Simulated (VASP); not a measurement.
## Si: single point with PBEsol

Crystal: Si.

```
CELL_PARAMETERS angstrom
0.00000 2.69915 2.69915
2.69915 0.00000 2.69915
2.69915 2.69915 0.00000
ATOMIC_POSITIONS crystal
Si 0.25000 0.25000 0.25000
Si 0.00000 0.00000 0.00000
```

```yaml
Program: VASP 6.6.1
Task: single point
Functional: PBEsol
Potentials_or_basis: VASP PAW PBE potentials, release 64 (Si)
Cutoff: 500 eV
k_mesh: 6 × 6 × 6
Occupations: gaussian, width 0.01 eV
Spin: no spin polarisation
Dipole_correction: no
Further_INCAR_settings: ALGO = Normal; EDIFF = 1e-06; NBANDS = 11
```

```
Pressure               : 2.1 GPa
Band gap on the k mesh : 0.55 eV (least direct gap 2.52 eV)
```

Levels at points of the mesh, in eV from the valence-band top:
```
           k point  band 2  band 3  band 4  band 5  band 6  band 7
(0.00, 0.00, 0.00)    0.00    0.00    0.00    2.52    2.52    2.52
(0.50, 0.00, 0.00)   -7.10   -1.22   -1.22    1.53    3.26    3.26
(0.50, 0.50, 0.00)   -7.89   -2.92   -2.92    0.55    0.55   10.22
```

It took 3.2 s on 1 thread of Intel(R) Xeon(R) 6975P-C (Granite Rapids), on a shared host, peak memory 0.14 GiB.

Caveat: the PAW data sets were made with another functional, which shifts forces and pressure a little. A k mesh can miss the band edges.
